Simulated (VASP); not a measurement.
# In (P6_3/mmc) in VASP: a series of runs

Runs on In. Level: r2SCAN. Tasks: single point.

Everything below comes from runs of VASP 6.6.1. Logs are shortened: lines on timing, memory, paths and dates and some standing lists are left out, and cuts for length are marked.

## Step 1: The cell of the first run

It takes space group P6_3/mmc (No. 194, hexagonal). Conventional cell: a = 3.335 Å, b = 3.335 Å, c = 5.509 Å, α = 90.00°, β = 90.00°, γ = 120.00°. Within 4.4 Å of In (site symmetry -6m2) lie 12 In at 3.34 to 3.36 Å.

## Step 2: Single point, r2SCAN

POSCAR reads:

```
In
1.0
    3.3354850000      0.0000000000      0.0000000000
   -1.6677420000      2.8886150000      0.0000000000
    0.0000000000      0.0000000000      5.5091430000
In
2
Direct
    0.3333333333      0.6666666667      0.2500000000
    0.6666666667      0.3333333333      0.7500000000
```

INCAR.step1 reads:

```
PREC     = Accurate       # precision mode
ENCUT    = 520            # plane-wave cutoff, eV
ISMEAR   = -1             # smearing method
SIGMA    = 0.02           # smearing width, eV
LREAL    = False          # projectors in reciprocal space
LASPH    = True           # aspherical terms in the spheres
NELM     = 80             # most SCF steps
NBANDS   = 20             # bands
GGA      = PE             # functional
ALGO     = Normal         # electronic algorithm
EDIFF    = 1E-4           # SCF threshold, eV
LWAVE    = True           # write WAVECAR
LCHARG   = False          # write CHGCAR
```

INCAR.step2 reads:

```
PREC     = Accurate       # precision mode
ENCUT    = 520            # plane-wave cutoff, eV
EDIFF    = 1E-6           # SCF threshold, eV
ISMEAR   = -1             # smearing method
SIGMA    = 0.02           # smearing width, eV
LREAL    = False          # projectors in reciprocal space
LASPH    = True           # aspherical terms in the spheres
NELM     = 80             # most SCF steps
ALGO     = Normal         # electronic algorithm
ISIF     = 2              # what is computed and relaxed
LWAVE    = False          # write WAVECAR
LCHARG   = True           # write CHGCAR
METAGGA  = R2SCAN         # meta-GGA
LMIXTAU  = True         
LELF     = True           # ELF
LVHAR    = True         
NBANDS   = 20             # bands
ISTART   = 1
```

KPOINTS reads:

```
regular mesh
0
Gamma
  4 4 2
```

Potentials or basis: VASP PAW PBE potentials, release 64 (In_d).

Command:

```
$ cat potpaw_PBE.64/In_d/POTCAR > POTCAR
$ cp INCAR.step1 INCAR
$ mpirun -np 1 vasp_std > vasp.out
$ cp INCAR.step2 INCAR
$ mpirun -np 1 vasp_std > vasp.out
```

OUTCAR:

```text
PREC = Accurate
   ENCUT = 520
   EDIFF = 1E-6
   ISMEAR = -1
   LREAL = False
   LASPH = True
   NELM = 80
   ISIF = 2
   METAGGA = R2SCAN
   ISTART = 1

 ion  position               nearest neighbor table
   1  0.333  0.667  0.250-   2 3.36   2 3.36   2 3.36   2 3.36   2 3.36   2 3.36
   2  0.667  0.333  0.750-   1 3.36   1 3.36   1 3.36   1 3.36   1 3.36   1 3.36

  LATTYP: Found a hexagonal cell.
 ALAT       =     3.3354850000
 C/A-ratio  =     1.6516767427

  Lattice vectors:

 A1 = (   3.3354850000,   0.0000000000,   0.0000000000)
 A2 = (  -1.6677420000,   2.8886150000,   0.0000000000)
 A3 = (   0.0000000000,   0.0000000000,   5.5091430000)

Analysis of symmetry for initial positions (statically):
=====================================================================
 Subroutine PRICEL returns:
 Original cell was already a primitive cell.

 Routine SETGRP: Setting up the symmetry group for a
 hexagonal supercell.

 Subroutine GETGRP returns: Found 24 space group operations
 (whereof 12 operations were pure point group operations)
 out of a pool of 24 trial point group operations.

The static configuration has the point symmetry D_3d.
 The point group associated with its full space group is D_6h.

Analysis of symmetry for dynamics (positions and initial velocities):
=====================================================================
 Subroutine PRICEL returns:
 Original cell was already a primitive cell.

 Routine SETGRP: Setting up the symmetry group for a
 hexagonal supercell.

 Subroutine GETGRP returns: Found 24 space group operations
 (whereof 12 operations were pure point group operations)
 out of a pool of 24 trial point group operations.

The dynamic configuration has the point symmetry D_3d.
 The point group associated with its full space group is D_6h.

 Subroutine INISYM returns: Found 24 space group operations
 (whereof 12 operations are pure point group operations),
 and found     1 'primitive' translations

----------------------------------------------------------------------------------------

                                     Primitive cell

  volume of cell :      53.0802

  direct lattice vectors                    reciprocal lattice vectors
     3.335485000  0.000000000  0.000000000     0.299806475  0.173093282  0.000000000
    -1.667742000  2.888615000  0.000000000     0.000000000  0.346186667  0.000000000
[... 63 lines left out ...]
   LNONCOLLINEAR =      F non collinear calculations
   LSORBIT =      F    spin-orbit coupling
   LASPH  =      T    aspherical Exc in radial PAW
   ENCUT  =  520.0 eV  38.22 Ry    6.18 a.u.   6.20  6.20 10.24*2*pi/ulx,y,z
   NELM   =     80;   NELMIN=  2; NELMDL=  0     # of ELM steps
   EDIFF  = 0.1E-05   stopping-criterion for ELM
   LREAL  =      F    real-space projection
   EDIFFG = 0.1E-04   stopping-criterion for IOM
   NSW    =      0    number of steps for IOM
   IBRION =     -1    ionic relax: 0-MD 1-quasi-New 2-CG
   NFREE  =      0    steps in history (QN), initial steepest desc. (CG)
   ISIF   =      2    stress and relaxation
   ISYM   =      2    0-nonsym 1-usesym 2-fastsym
   POTIM  = 0.5000    time-step for ionic-motion
   TEBEG  =    0.0;   TEEND  =   0.0 temperature during run
   PSTRESS=    0.0 pullay stress
   NELECT =      26.0000    total number of electrons
   NUPDOWN=      -1.0000    fix difference up-down
   EMIN   =  10.00;   EMAX   =-10.00  energy-range for DOS
   EFERMI =   0.00;   METHOD = LEGACY
   ISMEAR =    -1;   SIGMA  =   0.02  broadening in eV -4-tet -1-fermi 0-gaus
   EFERMI_NEDOS =   21; number of points for ismear=-14 and -15
   IALGO  =     38    algorithm
   IMIX   =      4    mixing-type and parameters
     AMIX     =   0.40;   BMIX     =  1.00
     AMIX_MAG =   1.60;   BMIX_MAG =  1.00
  volume/ion in A,a.u.               =      26.54       179.10
  Fermi-wavevector in a.u.,A,eV,Ry     =   1.290491  2.438675 22.658701  1.665368
  Thomas-Fermi vector in A             =   2.422319
   LORBIT       =      0    0 simple, 1 ext, 2 COOP (PROOUT), +10 PAW based schemes
   METAGGA = R2SCAN    functional components
   LHFCALC =     F    Hartree Fock is set to
   AEXX    =    0.0000 exact exchange contribution
   IVDW    =     0    specifies the selected vdW correction
   LEPSILON=     F    determine dielectric tensor
   LRPA    =     F    only Hartree local field effects (RPA)
 non-spin polarized calculation
  energy-cutoff  :      520.00
  volume of cell :       53.08
 maximum number of plane-waves:      1460
 NGX is ok and might be reduce to    28
   NGX = 13   NGY = 13   NGZ = 21

 number of electron      26.0000008 magnetization

 Free energy of the ion-electron system (eV)
  ---------------------------------------------------
  ext. energy  EPLUGINS =         0.00000000
  ---------------------------------------------------
  free energy    TOTEN  =       -44.73049407 eV

  energy without entropy =      -44.71952719  energy(sigma->0) =      -44.72501063

 E-fermi :   7.4645     XC(G=0): -10.9904

 val. band max:        7.4587887476   @ k =   0.2500   0.2500   0.5000
 cond. band min:       7.5243555319   @ k =   0.5000   0.0000   0.0000
 fundamental gap:      0.0655667843
 Fermi energy:         7.4645369085

 k-point     1 :       0.0000    0.0000    0.0000
  band No.  band energies     occupation
      1      -7.9696      2.00000
      2      -7.9085      2.00000
      3      -7.8362      2.00000
      4      -7.8362      2.00000
      5      -7.8080      2.00000
      6      -7.8080      2.00000
[... 173 lines left out ...]
     19      19.1250      0.00000
     20      19.1250      0.00000

------------------------ aborting loop because EDIFF is reached ----------------------------------------

  FORCE on cell =-STRESS in cart. coord.  units (eV):
  Direction    XX          YY          ZZ          XY          YZ          ZX
  --------------------------------------------------------------------------------------
  -------------------------------------------------------------------------------------
  Total        0.8596915      0.8596917     -0.7352126      0.0000001      0.0000000      0.0000000
  in kB       25.9489949     25.9489995    -22.1917136      0.0000045      0.0000000      0.0000000
  external PRESSURE =       9.9020936 kB  Pullay stress =       0.0000000 kB

 VOLUME and BASIS-vectors are now :
 -----------------------------------------------------------------------------
  energy-cutoff  :      520.00
  volume of cell :       53.08
      direct lattice vectors                 reciprocal lattice vectors
     3.335485000  0.000000000  0.000000000     0.299806475  0.173093282  0.000000000
    -1.667742000  2.888615000  0.000000000     0.000000000  0.346186667  0.000000000
     0.000000000  0.000000000  5.509143000     0.000000000  0.000000000  0.181516435

 POSITION                                       TOTAL-FORCE (eV/Angst)
 -----------------------------------------------------------------------------------
      0.00000      1.92574      1.37729        -0.000000      0.000000      0.000000
      1.66774      0.96287      4.13186         0.000000      0.000000      0.000000
 -----------------------------------------------------------------------------------
    total drift:                               -0.000000      0.000000      0.000000

  FREE ENERGIE OF THE ION-ELECTRON SYSTEM (eV)
  ---------------------------------------------------
  free  energy   TOTEN  =       -44.7304940657 eV

  energy  without entropy=      -44.7195271865  energy(sigma->0) =      -44.72501063
```

OUTCAR.step1:

```text
PREC = Accurate
   ENCUT = 520
   ISMEAR = -1
   LREAL = False
   LASPH = True
[... 389 lines left out ...]
      0.00000      1.92574      1.37729        -0.000000     -0.000000      0.000000
      1.66774      0.96287      4.13186         0.000000      0.000000      0.000000
 -----------------------------------------------------------------------------------
    total drift:                               -0.000000      0.000000      0.000000

  FREE ENERGIE OF THE ION-ELECTRON SYSTEM (eV)
  ---------------------------------------------------
  free  energy   TOTEN  =        -4.7319773167 eV

  energy  without entropy=       -4.7193004419  energy(sigma->0) =       -4.72563888
```

It took 98 s on 1 thread of Intel Xeon 6975P-C, shared host; peak memory 0.18 GiB.

Results:

```
Free energy            : -44.7305 eV
Pressure               : 1.0 GPa
Band gap on the k mesh : zero (band 13 reaches 10.40 eV, above the bottom of band 14 at 4.56 eV)
```

Stress tensor (GPa, compression positive):
```
 2.59  0.00  0.00
 0.00  2.59  0.00
 0.00  0.00 -2.22
```

Levels at points of the mesh, in eV from the Fermi level:
| k point | band 11 | band 12 | band 13 | band 14 | band 15 | band 16 |
| --- | --- | --- | --- | --- | --- | --- |
| (0.00, 0.00, 0.00) | -10.07 | -4.76 | -3.69 | 8.71 | 8.71 | 10.61 |
| (0.50, 0.00, 0.00) | -5.16 | -4.42 | 0.06 | 0.20 | 0.77 | 2.96 |
| (0.00, 0.00, 0.50) | -8.64 | -8.64 | 2.94 | 2.94 | 9.78 | 9.78 |
| (0.50, 0.00, 0.50) | -3.82 | -3.82 | -2.90 | -2.90 | 5.76 | 5.76 |

Caveat: the k points lie up to 0.57 Å⁻¹ apart; the PAW data sets were made with another functional, which shifts forces and pressure a little; spin-orbit coupling is left out, which moves the levels of the heavy elements.

(Continued in part 2 of 2.)
